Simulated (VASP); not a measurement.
Input of a VASP 6.6.1 run:

The input INCAR:

```
SYSTEM = Li2Pt
PREC = Accurate
ENCUT = 520
EDIFF = 1E-6
ISMEAR = -1
SIGMA = 0.03
LREAL = .FALSE.
LASPH = .TRUE.
NELM = 60
ALGO = Normal
ISIF = 2
LWAVE = .FALSE.
LCHARG = .FALSE.
GGA = CA
NBANDS = 15
```

Contents of KPOINTS:

```
regular mesh
0
G
  9 9 12
  0 0 0
```

The input POSCAR:

```
Li2Pt
1.0
    4.1579041872      0.0000000000      0.0000000000
   -2.0789520936      3.6008506527      0.0000000000
    0.0000000000      0.0000000000      2.6431404015
Li Pt
2 1
Direct
    0.3333333333      0.6666666667      0.5000000000
    0.6666666667      0.3333333333      0.5000000000
    0.0000000000      0.0000000000      0.0000000000
```

Potentials or basis: VASP PAW LDA potentials, release 64 (Li_sv, Pt).

Command:

```sh
$ cat potpaw_LDA.64/Li_sv/POTCAR potpaw_LDA.64/Pt/POTCAR > POTCAR
$ mpirun -np 1 vasp_std > vasp.out
```

**Question.** Estimate the band gap on the k mesh.

**Answer.** Zero (band 8 reaches 6.40 eV, above the bottom of band 9 at 4.57 eV).

Caveat: spin-orbit coupling is left out, which moves the levels of the heavy elements.
